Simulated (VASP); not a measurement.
# MnO (Fm-3m) in VASP: single point with PBE+U

Aim: the single point of MnO with PBE+U.

Program: VASP 6.6.1. These are calculated values, not measurements. Logs are shortened: lines on timing, memory, paths and dates and some standing lists are left out, and cuts for length are marked.

## Step 1: The cell of the first run

It takes space group Fm-3m (No. 225, cubic). The conventional cell has a = 4.444 Å, b = 4.444 Å, c = 4.444 Å, α = 90.00°, β = 90.00°, γ = 90.00°. Mn (site symmetry m-3m) has 6 O at 2.22 Å within 2.9 Å. O (site symmetry m-3m) has 6 Mn at 2.22 Å within 2.9 Å.

## Step 2: Single point, PBE+U

The input, INCAR:

```
SYSTEM = MnO
ALGO = Normal
EDIFF = 1E-6
ENCUT = 520
GGA = PE
ISIF = 2
ISMEAR = 0
LASPH = .TRUE.
LCHARG = .FALSE.
LDAU = .TRUE.
LDAUJ = 0 0
LDAUL = 2 -1
LDAUPRINT = 1
LDAUTYPE = 2
LDAUU = 3.9 0
LMAXMIX = 4
LREAL = .FALSE.
LWAVE = .FALSE.
NBANDS = 16
NELM = 150
PREC = Accurate
SIGMA = 0.05
```

The input, KPOINTS:

```
k-points
0
G
  12 12 12
  0 0 0
```

The input, POSCAR:

```
MnO
1.0
    0.0000000000      2.2220003343      2.2220003343
    2.2220003343      0.0000000000      2.2220003343
    2.2220003343      2.2220003343      0.0000000000
Mn O
1 1
Direct
    0.0000000000      0.0000000000      0.0000000000
    0.5000000000      0.5000000000      0.5000000000
```

Potentials or basis: VASP PAW PBE potentials, release 64 (Mn_pv, O).

On the command line:

```
$ cat potpaw_PBE.64/Mn_pv/POTCAR potpaw_PBE.64/O/POTCAR > POTCAR
$ mpirun -np 1 vasp_std > vasp.out
```

OUTCAR:

```text
SYSTEM = MnO
   EDIFF = 1E-6
   ENCUT = 520
   GGA = PE
   ISIF = 2
   ISMEAR = 0
   LASPH = .TRUE.
   LREAL = .FALSE.
   NELM = 150
   PREC = Accurate

 ion  position               nearest neighbor table
   1  0.000  0.000  0.000-   2 2.22   2 2.22   2 2.22   2 2.22   2 2.22   2 2.22
   2  0.500  0.500  0.500-   1 2.22   1 2.22   1 2.22   1 2.22   1 2.22   1 2.22

  LATTYP: Found a face centered cubic cell.
 ALAT       =     4.4440006686

  Lattice vectors:

 A1 = (   0.0000000000,   2.2220003343,   2.2220003343)
 A2 = (   2.2220003343,   0.0000000000,   2.2220003343)
 A3 = (   2.2220003343,   2.2220003343,   0.0000000000)

Analysis of symmetry for initial positions (statically):
=====================================================================
 Subroutine PRICEL returns:
 Original cell was already a primitive cell.

 Routine SETGRP: Setting up the symmetry group for a
 face centered cubic supercell.

 Subroutine GETGRP returns: Found 48 space group operations
 (whereof 48 operations were pure point group operations)
 out of a pool of 48 trial point group operations.

The static configuration has the point symmetry O_h .

Analysis of symmetry for dynamics (positions and initial velocities):
=====================================================================
 Subroutine PRICEL returns:
 Original cell was already a primitive cell.

 Routine SETGRP: Setting up the symmetry group for a
 face centered cubic supercell.

 Subroutine GETGRP returns: Found 48 space group operations
 (whereof 48 operations were pure point group operations)
 out of a pool of 48 trial point group operations.

The dynamic configuration has the point symmetry O_h .

 Subroutine INISYM returns: Found 48 space group operations
 (whereof 48 operations are pure point group operations),
 and found     1 'primitive' translations

----------------------------------------------------------------------------------------

                                     Primitive cell

  volume of cell :      21.9413

  direct lattice vectors                    reciprocal lattice vectors
     0.000000000  2.222000334  2.222000334    -0.225022468  0.225022468  0.225022468
     2.222000334  0.000000000  2.222000334     0.225022468 -0.225022468  0.225022468
     2.222000334  2.222000334  0.000000000     0.225022468  0.225022468 -0.225022468

  length of vectors
     3.142383008  3.142383008  3.142383008     0.389750348  0.389750348  0.389750348

  position of ions in fractional coordinates (direct lattice)
     0.000000000  0.000000000  0.000000000
     0.500000000  0.500000000  0.500000000

  ion indices of the primitive-cell ions
   primitive index   ion index
                 1           1
                 2           2

----------------------------------------------------------------------------------------

 KPOINTS: k-points

Automatic generation of k-mesh.
 Grid dimensions read from file:
 generate k-points for:   12   12   12

 Generating k-lattice:

  Cartesian coordinates                     Fractional coordinates (reciprocal lattice)
    -0.018751872  0.018751872  0.018751872     0.083333333  0.000000000  0.000000000
     0.018751872 -0.018751872  0.018751872     0.000000000  0.083333333  0.000000000
     0.018751872  0.018751872 -0.018751872     0.000000000  0.000000000  0.083333333

  Length of vectors
     0.032479196  0.032479196  0.032479196

  Shift w.r.t. Gamma in fractional coordinates (k-lattice)
     0.000000000  0.000000000  0.000000000

 Subroutine IBZKPT returns following result:
 ===========================================

 Found     72 irreducible k-points:

 Following reciprocal coordinates:
            Coordinates               Weight
  0.000000  0.000000  0.000000      1.000000
  0.083333  0.000000  0.000000      8.000000
  0.166667  0.000000  0.000000      8.000000
  0.250000  0.000000  0.000000      8.000000
  0.333333  0.000000  0.000000      8.000000
  0.416667  0.000000  0.000000      8.000000
[... 16 lines left out ...]
  0.500000  0.166667  0.000000     24.000000
 -0.416667  0.166667  0.000000     24.000000
 [... further k-points ...]
   k-points           NKPTS =     72   k-points in BZ     NKDIM =     72   number of bands    NBANDS=     16
   number of dos      NEDOS =    301   number of ions     NIONS =      2
   total plane-waves  NPLWV =  13824
   dimension x,y,z NGX =    24 NGY =   24 NGZ =   24
   dimension x,y,z NGXF=    48 NGYF=   48 NGZF=   48
   ions per type =               1   1
   NGX,Y,Z   is equivalent  to a cutoff of  12.70, 12.70, 12.70 a.u.
   NGXF,Y,Z  is equivalent  to a cutoff of  25.39, 25.39, 25.39 a.u.
 SYSTEM =  MnO
   PREC   = accura    normal or accurate (medium, high low for compatibility)
   ISTART =      0    job   : 0-new  1-cont  2-samecut
   ICHARG =      2    charge: 1-file 2-atom 10-const
   ISPIN  =      1    spin polarized calculation?
   LNONCOLLINEAR =      F non collinear calculations
   LSORBIT =      F    spin-orbit coupling
   LASPH  =      T    aspherical Exc in radial PAW
   ENCUT  =  520.0 eV  38.22 Ry    6.18 a.u.   5.84  5.84  5.84*2*pi/ulx,y,z
   NELM   =    150;   NELMIN=  2; NELMDL= -5     # of ELM steps
   EDIFF  = 0.1E-05   stopping-criterion for ELM
   LREAL  =      F    real-space projection
   EDIFFG = 0.1E-04   stopping-criterion for IOM
   NSW    =      0    number of steps for IOM
   IBRION =     -1    ionic relax: 0-MD 1-quasi-New 2-CG
   NFREE  =      0    steps in history (QN), initial steepest desc. (CG)
   ISIF   =      2    stress and relaxation
   ISYM   =      2    0-nonsym 1-usesym 2-fastsym
   POTIM  = 0.5000    time-step for ionic-motion
   TEBEG  =    0.0;   TEEND  =   0.0 temperature during run
   PSTRESS=    0.0 pullay stress
   NELECT =      19.0000    total number of electrons
   NUPDOWN=      -1.0000    fix difference up-down
   EMIN   =  10.00;   EMAX   =-10.00  energy-range for DOS
   EFERMI =   0.00;   METHOD = LEGACY
   ISMEAR =     0;   SIGMA  =   0.05  broadening in eV -4-tet -1-fermi 0-gaus
   EFERMI_NEDOS =   21; number of points for ismear=-14 and -15
   IALGO  =     38    algorithm
   IMIX   =      4    mixing-type and parameters
     AMIX     =   0.40;   BMIX     =  1.00
     AMIX_MAG =   1.60;   BMIX_MAG =  1.00
  volume/ion in A,a.u.               =      10.97        74.03
  Fermi-wavevector in a.u.,A,eV,Ry     =   1.560409  2.948746 33.128523  2.434878
  Thomas-Fermi vector in A             =   2.663626
   LORBIT       =      0    0 simple, 1 ext, 2 COOP (PROOUT), +10 PAW based schemes
 LDA+U is selected, type is set to LDAUTYPE =  2
   angular momentum for each species LDAUL =     2   -1
   U (eV)           for each species LDAUU =   3.9  0.0
   J (eV)           for each species LDAUJ =   0.0  0.0
   GGA     = PE    functional components
   LHFCALC =     F    Hartree Fock is set to
   AEXX    =    0.0000 exact exchange contribution
   IVDW    =     0    specifies the selected vdW correction
   LEPSILON=     F    determine dielectric tensor
   LRPA    =     F    only Hartree local field effects (RPA)
 non-spin polarized calculation
 Gauss-broadening in eV      SIGMA  =   0.05
  energy-cutoff  :      520.00
  volume of cell :       21.94
 maximum number of plane-waves:       609
   NGX = 11   NGY = 11   NGZ = 11

atom =   1  type =  1  l = 2

 onsite density matrix

spin component  1

  0.7736  0.0000  0.0000 -0.0000  0.0000
  0.0000  0.7736  0.0000 -0.0000 -0.0000
  0.0000  0.0000  0.1051 -0.0000 -0.0000
 -0.0000 -0.0000 -0.0000  0.7736  0.0000
  0.0000 -0.0000 -0.0000  0.0000  0.1051

spin component  2

  0.7736  0.0000  0.0000 -0.0000  0.0000
  0.0000  0.7736  0.0000 -0.0000 -0.0000
  0.0000  0.0000  0.1051 -0.0000 -0.0000
 -0.0000 -0.0000 -0.0000  0.7736  0.0000
  0.0000 -0.0000 -0.0000  0.0000  0.1051

 occupancies and eigenvectors

  o =  0.1051  v =  0.0000 -0.0000  0.9998 -0.0000  0.0201  0.0000  0.0000  0.0000  0.0000  0.0000      0.0000  0.0000  0.0000  0.0000  0.0000  0.0000  0.0000  0.0000  0.0000  0.0000
  o =  0.1051  v =  0.0000  0.0000  0.0000  0.0000  0.0000  0.0000 -0.0000  0.9998 -0.0000  0.0201      0.0000  0.0000  0.0000  0.0000  0.0000  0.0000  0.0000  0.0000  0.0000  0.0000
  o =  0.1051  v =  0.0000  0.0000 -0.0201 -0.0000  0.9998  0.0000  0.0000  0.0000  0.0000  0.0000      0.0000  0.0000  0.0000  0.0000  0.0000  0.0000  0.0000  0.0000  0.0000  0.0000
  o =  0.1051  v =  0.0000  0.0000  0.0000  0.0000  0.0000  0.0000  0.0000 -0.0201 -0.0000  0.9998      0.0000  0.0000  0.0000  0.0000  0.0000  0.0000  0.0000  0.0000  0.0000  0.0000
  o =  0.7736  v =  1.0000  0.0000  0.0000  0.0000  0.0000  0.0000  0.0000  0.0000  0.0000  0.0000      0.0000  0.0000  0.0000  0.0000  0.0000  0.0000  0.0000  0.0000  0.0000  0.0000
  o =  0.7736  v =  0.0000  0.0000  0.0000  0.0000  0.0000  1.0000  0.0000  0.0000  0.0000  0.0000      0.0000  0.0000  0.0000  0.0000  0.0000  0.0000  0.0000  0.0000  0.0000  0.0000
  o =  0.7736  v =  0.0000  0.0000  0.0000  0.0000  0.0000  0.0000 -0.1745 -0.0000 -0.9847 -0.0000      0.0000  0.0000  0.0000  0.0000  0.0000  0.0000  0.0000  0.0000  0.0000  0.0000
  o =  0.7736  v =  0.0000 -0.1745 -0.0000 -0.9847 -0.0000  0.0000  0.0000  0.0000  0.0000  0.0000      0.0000  0.0000  0.0000  0.0000  0.0000  0.0000  0.0000  0.0000  0.0000  0.0000
  o =  0.7736  v =  0.0000  0.0000  0.0000  0.0000  0.0000  0.0000 -0.9847 -0.0000  0.1745  0.0000      0.0000  0.0000  0.0000  0.0000  0.0000  0.0000  0.0000  0.0000  0.0000  0.0000
  o =  0.7736  v =  0.0000 -0.9847 -0.0000  0.1745  0.0000  0.0000  0.0000  0.0000  0.0000  0.0000      0.0000  0.0000  0.0000  0.0000  0.0000  0.0000  0.0000  0.0000  0.0000  0.0000

 number of electron      18.9999992 magnetization

 Free energy of the ion-electron system (eV)
  ---------------------------------------------------
  ext. energy  EPLUGINS =         0.00000000
  ---------------------------------------------------
  free energy    TOTEN  =       -11.15442092 eV

  energy without entropy =      -11.13621850  energy(sigma->0) =      -11.14531971

 E-fermi :   6.0661     XC(G=0): -11.9728

 val. band max:        6.0658301880   @ k =  -0.4167   0.1667   0.0000
 cond. band min:       6.0707459751   @ k =   0.5000   0.4167   0.0833
 fundamental gap:      0.0049157872
 Fermi energy:         6.0660648273

 k-point     1 :       0.0000    0.0000    0.0000
  band No.  band energies     occupation
      1     -41.1460      2.00000
      2     -41.1459      2.00000
      3     -41.1459      2.00000
      4     -12.8717      2.00000
      5       3.5950      2.00000
      6       3.5950      2.00000
[... 8 lines left out ...]
     15      24.0321      0.00000
     16      24.0322      0.00000
[... 419 lines left out ...]
 k-point    24 :      -0.4167    0.1667    0.0000
  band No.  band energies     occupation
      1     -41.2080      2.00000
      2     -41.1666      2.00000
      3     -41.1572      2.00000
      4     -11.9133      2.00000
      5      -0.1997      2.00000
      6       1.7339      2.00000
[... 8 lines left out ...]
     15      18.2004      0.00000
     16      20.5480      0.00000

 [... further k-points ...]
[... 5 lines left out ...]
  --------------------------------------------------------------------------------------
  -------------------------------------------------------------------------------------
  Total       -3.6632533     -3.6632533     -3.6632533     -0.0000000     -0.0000000      0.0000000
  in kB     -267.4946979   -267.4946979   -267.4946979     -0.0000000     -0.0000000      0.0000000
  external PRESSURE =    -267.4946979 kB  Pullay stress =       0.0000000 kB

 VOLUME and BASIS-vectors are now :
 -----------------------------------------------------------------------------
  energy-cutoff  :      520.00
  volume of cell :       21.94
      direct lattice vectors                 reciprocal lattice vectors
     0.000000000  2.222000334  2.222000334    -0.225022468  0.225022468  0.225022468
     2.222000334  0.000000000  2.222000334     0.225022468 -0.225022468  0.225022468
     2.222000334  2.222000334  0.000000000     0.225022468  0.225022468 -0.225022468

 POSITION                                       TOTAL-FORCE (eV/Angst)
 -----------------------------------------------------------------------------------
      0.00000      0.00000      0.00000         0.000000      0.000000      0.000000
      2.22200      2.22200      2.22200        -0.000000     -0.000000     -0.000000
 -----------------------------------------------------------------------------------
    total drift:                                0.000000     -0.000000     -0.000000

  FREE ENERGIE OF THE ION-ELECTRON SYSTEM (eV)
  ---------------------------------------------------
  free  energy   TOTEN  =       -11.1544209234 eV

  energy  without entropy=      -11.1362184988  energy(sigma->0) =      -11.14531971
```

It took 17 s on 1 thread of Intel Xeon Platinum 8488C (Sapphire Rapids), shared host; peak memory 0.15 GiB.

Results:

```yaml
Free_energy: -11.1544 eV
Pressure: -26.7 GPa
```

Eigenvalues of the final occupation matrices:
```tsv
site	spin	trace	eigenvalues
site 1 d	1	2.53	0.11 0.11 0.77 0.77 0.77
site 1 d	2	2.53	0.11 0.11 0.77 0.77 0.77
```

Caveat: an odd number of electrons without spin polarisation forces a metal; a magnetic or distorted state may lie lower; the run has no spin polarisation, though such a crystal can be magnetic; U without spin polarisation on a metal has little footing. Spin polarisation is off, so any magnetic state and its effect on volume and gap are missing.
